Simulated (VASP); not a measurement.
## SiO2: single point with r2SCAN

Crystal: SiO2.

```xyz
12
Lattice="0.0000 4.7165 7.3655 2.3572 0.0000 7.3655 2.3572 4.7165 0.0000" Properties=species:S:1:pos:R:3 pbc="T T T"
Si    3.5358    7.0747    8.2957
Si    2.3572    4.7165    4.6129
Si    2.3572    4.7165   10.1180
Si    3.5358    7.0747   13.8007
O     1.7679    5.8956    5.5241
O     1.7679    3.5374    9.2068
O     2.9465    5.8956    9.2068
O     2.9465    3.5374    5.5241
O     2.3572    1.7565    7.3655
O     2.3572    7.6765    7.3655
O     1.1786    4.1148    3.6827
O     1.1786    0.6017    3.6827
```

```json
{
  "Program": "VASP 6.6.1",
  "Task": "single point",
  "Functional": "r2SCAN",
  "Potentials or basis": "VASP PAW PBE potentials, release 64 (Si, O)",
  "Cutoff": "520 eV",
  "k mesh": "6 × 6 × 6",
  "Occupations": "fermi-dirac, width 0.02 eV",
  "Spin": "no spin polarisation",
  "Dipole correction": "no",
  "Further INCAR settings": "ALGO = Normal; EDIFF = 1e-06; NBANDS = 44"
}
```

```json
{"Pressure": "0.2 GPa", "Largest force": "0.041 eV/Å", "Band gap on the k mesh": "6.40 eV"}
```

Forces on the atoms (eV/Å):
```
Si   0.000  0.000  0.041
Si   0.000  0.000  0.041
Si   0.000  0.000 -0.041
Si   0.000  0.000 -0.041
O    0.000  0.000  0.000
O    0.000  0.000  0.000
O    0.000  0.000  0.000
O    0.000  0.000  0.000
O    0.000 -0.004  0.000
O    0.000  0.004  0.000
O    0.000 -0.004  0.000
O    0.000  0.004  0.000
```

Stress tensor (GPa, compression positive):
```
0.32 0.00 0.00
0.00 0.05 0.00
0.00 0.00 0.24
```

Levels at points of the mesh, in eV from the valence-band top:
| k point | band 30 | band 31 | band 32 | band 33 | band 34 | band 35 |
| --- | --- | --- | --- | --- | --- | --- |
| (0.00, 0.00, 0.00) | -0.44 | -0.03 | 0.00 | 6.40 | 9.18 | 9.18 |
| (0.50, 0.00, 0.00) | -0.57 | -0.32 | -0.26 | 8.93 | 9.51 | 9.91 |
| (0.50, 0.50, 0.00) | -0.62 | -0.16 | -0.16 | 7.57 | 7.57 | 9.61 |
| (0.50, 0.00, 0.50) | -0.88 | -0.26 | -0.26 | 8.66 | 8.66 | 10.36 |
| (0.00, 0.50, 0.50) | -0.90 | -0.12 | -0.12 | 9.04 | 9.04 | 9.74 |

It took 21 min on 1 thread of AMD EPYC 9R45 96-Core Processor (Zen 5), with other jobs on the host, peak memory 0.54 GiB.

Caveat: the PAW data sets were made with another functional, which shifts forces and pressure a little. A k mesh can miss the band edges.
